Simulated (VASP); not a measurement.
# KCl (P4/mmm) in VASP: notebook, part 3 of 3

VASP 6.6.1. The steps go on from the part before.

## (6) Single point, PBEsol (strain +0.000 along x and y, -0.025 along z)

Input file INCAR:

```
PREC = Accurate
ENCUT = 520
EDIFF = 1E-6
ISMEAR = 0
SIGMA = 0.05
LREAL = False
LASPH = True
NELM = 100
ALGO = Normal
ISIF = 2
LWAVE = False
LCHARG = False
GGA = PS
NBANDS = 15
```

Input file KPOINTS:

```
Automatic mesh
0
Gamma
  6 6 6
```

Input file POSCAR:

```
KCl
1.0
    3.8391960000      0.0000000000      0.0000000000
    0.0000000000      3.8391960000      0.0000000000
    0.0000000000      0.0000000000      3.7432161000
K Cl
1 1
Direct
    0.0000000000      0.0000000000      0.0000000000
    0.5000000000      0.5000000000      0.5000000000
```

Potentials or basis: VASP PAW PBE potentials, release 64 (K_sv, Cl).

Command:

```console
$ cat potpaw_PBE.64/K_sv/POTCAR potpaw_PBE.64/Cl/POTCAR > POTCAR
$ mpirun -np 1 vasp_std > vasp.out
```

OUTCAR:

```text
PREC = Accurate
   ENCUT = 520
   EDIFF = 1E-6
   ISMEAR = 0
   LREAL = False
   LASPH = True
   NELM = 100
   ISIF = 2
   GGA = PS

 ion  position               nearest neighbor table
   1  0.000  0.000  0.000-
   2  0.500  0.500  0.500-

  LATTYP: Found a simple tetragonal cell.
 ALAT       =     3.8391960000
 C/A-ratio  =     0.9750000000

  Lattice vectors:

 A1 = (   3.8391960000,   0.0000000000,   0.0000000000)
 A2 = (   0.0000000000,   3.8391960000,   0.0000000000)
 A3 = (   0.0000000000,   0.0000000000,   3.7432161000)

Analysis of symmetry for initial positions (statically):
=====================================================================
 Subroutine PRICEL returns:
 Original cell was already a primitive cell.

 Routine SETGRP: Setting up the symmetry group for a
 simple tetragonal supercell.

 Subroutine GETGRP returns: Found 16 space group operations
 (whereof 16 operations were pure point group operations)
 out of a pool of 16 trial point group operations.

The static configuration has the point symmetry D_4h.

Analysis of symmetry for dynamics (positions and initial velocities):
=====================================================================
 Subroutine PRICEL returns:
 Original cell was already a primitive cell.

 Routine SETGRP: Setting up the symmetry group for a
 simple tetragonal supercell.

 Subroutine GETGRP returns: Found 16 space group operations
 (whereof 16 operations were pure point group operations)
 out of a pool of 16 trial point group operations.

The dynamic configuration has the point symmetry D_4h.

 Subroutine INISYM returns: Found 16 space group operations
 (whereof 16 operations are pure point group operations),
 and found     1 'primitive' translations

----------------------------------------------------------------------------------------

                                     Primitive cell

  volume of cell :      55.1729

  direct lattice vectors                    reciprocal lattice vectors
     3.839196000  0.000000000  0.000000000     0.260471203  0.000000000  0.000000000
     0.000000000  3.839196000  0.000000000     0.000000000  0.260471203  0.000000000
     0.000000000  0.000000000  3.743216100     0.000000000  0.000000000  0.267149952

  length of vectors
     3.839196000  3.839196000  3.743216100     0.260471203  0.260471203  0.267149952

  position of ions in fractional coordinates (direct lattice)
     0.000000000  0.000000000  0.000000000
     0.500000000  0.500000000  0.500000000

  ion indices of the primitive-cell ions
   primitive index   ion index
                 1           1
                 2           2

----------------------------------------------------------------------------------------

 KPOINTS: Automatic mesh

Automatic generation of k-mesh.
 Grid dimensions read from file:
 generate k-points for:    6    6    6

 Generating k-lattice:

  Cartesian coordinates                     Fractional coordinates (reciprocal lattice)
     0.043411867  0.000000000  0.000000000     0.166666667  0.000000000  0.000000000
     0.000000000  0.043411867  0.000000000     0.000000000  0.166666667  0.000000000
     0.000000000  0.000000000  0.044524992     0.000000000  0.000000000  0.166666667

  Length of vectors
     0.043411867  0.043411867  0.044524992

  Shift w.r.t. Gamma in fractional coordinates (k-lattice)
     0.000000000  0.000000000  0.000000000

 Subroutine IBZKPT returns following result:
 ===========================================

 Found     40 irreducible k-points:

 Following reciprocal coordinates:
            Coordinates               Weight
  0.000000  0.000000  0.000000      1.000000
  0.166667  0.000000  0.000000      4.000000
  0.333333  0.000000  0.000000      4.000000
  0.500000  0.000000  0.000000      2.000000
  0.166667  0.166667  0.000000      4.000000
  0.333333  0.166667  0.000000      8.000000
[... 16 lines left out ...]
  0.333333  0.000000  0.333333      8.000000
  0.500000  0.000000  0.333333      4.000000
 [... further k-points ...]
   k-points           NKPTS =     40   k-points in BZ     NKDIM =     40   number of bands    NBANDS=     15
   number of dos      NEDOS =    301   number of ions     NIONS =      2
   total plane-waves  NPLWV =  25200
   dimension x,y,z NGX =    30 NGY =   30 NGZ =   28
   dimension x,y,z NGXF=    60 NGYF=   60 NGZF=   56
   ions per type =               1   1
   NGX,Y,Z   is equivalent  to a cutoff of  12.99, 12.99, 12.44 a.u.
   NGXF,Y,Z  is equivalent  to a cutoff of  25.98, 25.98, 24.87 a.u.
 SYSTEM =  unknown system
   PREC   = accura    normal or accurate (medium, high low for compatibility)
   ISTART =      0    job   : 0-new  1-cont  2-samecut
   ICHARG =      2    charge: 1-file 2-atom 10-const
   ISPIN  =      1    spin polarized calculation?
   LNONCOLLINEAR =      F non collinear calculations
   LSORBIT =      F    spin-orbit coupling
   LASPH  =      T    aspherical Exc in radial PAW
   ENCUT  =  520.0 eV  38.22 Ry    6.18 a.u.   7.14  7.14  6.96*2*pi/ulx,y,z
   NELM   =    100;   NELMIN=  2; NELMDL= -5     # of ELM steps
   EDIFF  = 0.1E-05   stopping-criterion for ELM
   LREAL  =      F    real-space projection
   EDIFFG = 0.1E-04   stopping-criterion for IOM
   NSW    =      0    number of steps for IOM
   IBRION =     -1    ionic relax: 0-MD 1-quasi-New 2-CG
   NFREE  =      0    steps in history (QN), initial steepest desc. (CG)
   ISIF   =      2    stress and relaxation
   ISYM   =      2    0-nonsym 1-usesym 2-fastsym
   POTIM  = 0.5000    time-step for ionic-motion
   TEBEG  =    0.0;   TEEND  =   0.0 temperature during run
   PSTRESS=    0.0 pullay stress
   NELECT =      16.0000    total number of electrons
   NUPDOWN=      -1.0000    fix difference up-down
   EMIN   =  10.00;   EMAX   =-10.00  energy-range for DOS
   EFERMI =   0.00;   METHOD = LEGACY
   ISMEAR =     0;   SIGMA  =   0.05  broadening in eV -4-tet -1-fermi 0-gaus
   EFERMI_NEDOS =   21; number of points for ismear=-14 and -15
   IALGO  =     38    algorithm
   IMIX   =      4    mixing-type and parameters
     AMIX     =   0.40;   BMIX     =  1.00
     AMIX_MAG =   1.60;   BMIX_MAG =  1.00
  volume/ion in A,a.u.               =      27.59       186.16
  Fermi-wavevector in a.u.,A,eV,Ry     =   1.083610  2.047726 15.976105  1.174211
  Thomas-Fermi vector in A             =   2.219680
   LORBIT       =      0    0 simple, 1 ext, 2 COOP (PROOUT), +10 PAW based schemes
   GGA     = PS    functional components
   LHFCALC =     F    Hartree Fock is set to
   AEXX    =    0.0000 exact exchange contribution
   IVDW    =     0    specifies the selected vdW correction
   LEPSILON=     F    determine dielectric tensor
   LRPA    =     F    only Hartree local field effects (RPA)
 non-spin polarized calculation
 Gauss-broadening in eV      SIGMA  =   0.05
  energy-cutoff  :      520.00
  volume of cell :       55.17
 maximum number of plane-waves:      1504
 NGX is ok and might be reduce to    30
   NGX = 15   NGY = 15   NGZ = 13

 number of electron      16.0000002 magnetization

 Free energy of the ion-electron system (eV)
  ---------------------------------------------------
  ext. energy  EPLUGINS =         0.00000000
  ---------------------------------------------------
  free energy    TOTEN  =        -6.90346232 eV

  energy without entropy =       -6.90346232  energy(sigma->0) =       -6.90346232

 E-fermi :  -0.4771     XC(G=0):  -8.3808

 val. band max:       -0.6986636437   @ k =   0.5000   0.5000   0.0000
 cond. band min:       3.9351958158   @ k =   0.0000   0.0000   0.0000
 fundamental gap:      4.6338594595
 Fermi energy:        -0.4771058175

 k-point     1 :       0.0000    0.0000    0.0000
  band No.  band energies     occupation
      1     -28.6296      2.00000
      2     -13.3746      2.00000
      3     -12.0788      2.00000
      4     -12.0788      2.00000
      5     -12.0647      2.00000
      6      -1.0357      2.00000
      7      -1.0357      2.00000
      8      -0.8941      2.00000
      9       3.9352      0.00000
     10       5.5867      0.00000
     11       5.7033      0.00000
     12       9.7921      0.00000
     13       9.9780      0.00000
     14       9.9780      0.00000
     15      12.7635      0.00000
[... 397 lines left out ...]
 k-point    24 :       0.5000    0.0000    0.3333
  band No.  band energies     occupation
      1     -28.5911      2.00000
      2     -13.2341      2.00000
      3     -12.2767      2.00000
      4     -12.1682      2.00000
      5     -12.0220      2.00000
      6      -2.1728      2.00000
      7      -1.8159      2.00000
      8      -0.8786      2.00000
      9       5.7553      0.00000
     10       6.5316      0.00000
     11       8.3426      0.00000
     12       8.4399      0.00000
     13       9.0730      0.00000
     14      10.1503      0.00000
     15      11.3929      0.00000

 [... further k-points ...]
[... 5 lines left out ...]
  --------------------------------------------------------------------------------------
  -------------------------------------------------------------------------------------
  Total       -0.4785512     -0.4785512     -0.1010066      0.0000000      0.0000000     -0.0000000
  in kB      -13.8967593    -13.8967593     -2.9331545      0.0000000      0.0000000     -0.0000000
  external PRESSURE =     -10.2422244 kB  Pullay stress =       0.0000000 kB

 VOLUME and BASIS-vectors are now :
 -----------------------------------------------------------------------------
  energy-cutoff  :      520.00
  volume of cell :       55.17
      direct lattice vectors                 reciprocal lattice vectors
     3.839196000  0.000000000  0.000000000     0.260471203  0.000000000  0.000000000
     0.000000000  3.839196000  0.000000000     0.000000000  0.260471203  0.000000000
     0.000000000  0.000000000  3.743216100     0.000000000  0.000000000  0.267149952

 POSITION                                       TOTAL-FORCE (eV/Angst)
 -----------------------------------------------------------------------------------
      0.00000      0.00000      0.00000         0.000000      0.000000      0.000000
      1.91960      1.91960      1.87161         0.000000      0.000000      0.000000
 -----------------------------------------------------------------------------------
    total drift:                                0.000000      0.000000     -0.000000

  FREE ENERGIE OF THE ION-ELECTRON SYSTEM (eV)
  ---------------------------------------------------
  free  energy   TOTEN  =        -6.9034623240 eV

  energy  without entropy=       -6.9034623240  energy(sigma->0) =       -6.90346232
```

It took 44 s on 1 thread of Intel Xeon 8259CL, shared host; peak memory 0.18 GiB.

Results:

* Free energy: -6.9035 eV
* Pressure: -1.0 GPa
* Band gap on the k mesh: 4.63 eV, indirect (least direct gap 4.83 eV)

Caveat: the cell differs from its parent crystal (strain +0.000 along x and y, -0.025 along z); the PAW data sets were made with another functional, which shifts forces and pressure a little. A k mesh can miss the band edges.

## (7) Summary

| cell | gap on the mesh (eV) | pressure (GPa) |
| --- | --- | --- |
| a = 3.647, b = 3.647, c = 3.839 Å, 2 atoms | 4.92 | 0.6 |
| a = 3.743, b = 3.743, c = 3.647 Å, 2 atoms | 4.96 | 0.6 |
| a = 3.839, b = 3.839, c = 3.647 Å, 2 atoms | 4.62 | -0.5 |
| a = 3.743, b = 3.743, c = 3.839 Å, 2 atoms | 4.78 | -0.6 |
| a = 3.839, b = 3.839, c = 3.743 Å, 2 atoms | 4.63 | -1.0 |

Alike in all rows: task single point; level PBEsol; potentials or basis VASP PAW PBE potentials, release 64 (K_sv, Cl); no spin polarisation; k mesh 6 × 6 × 6; cutoff (eV) 520; smearing gaussian 0.05 eV.

Caveats: the PAW data sets were made with another functional, which shifts forces and pressure a little.

Total energies depend on the potentials used, so only differences within one code and one set of settings carry meaning.
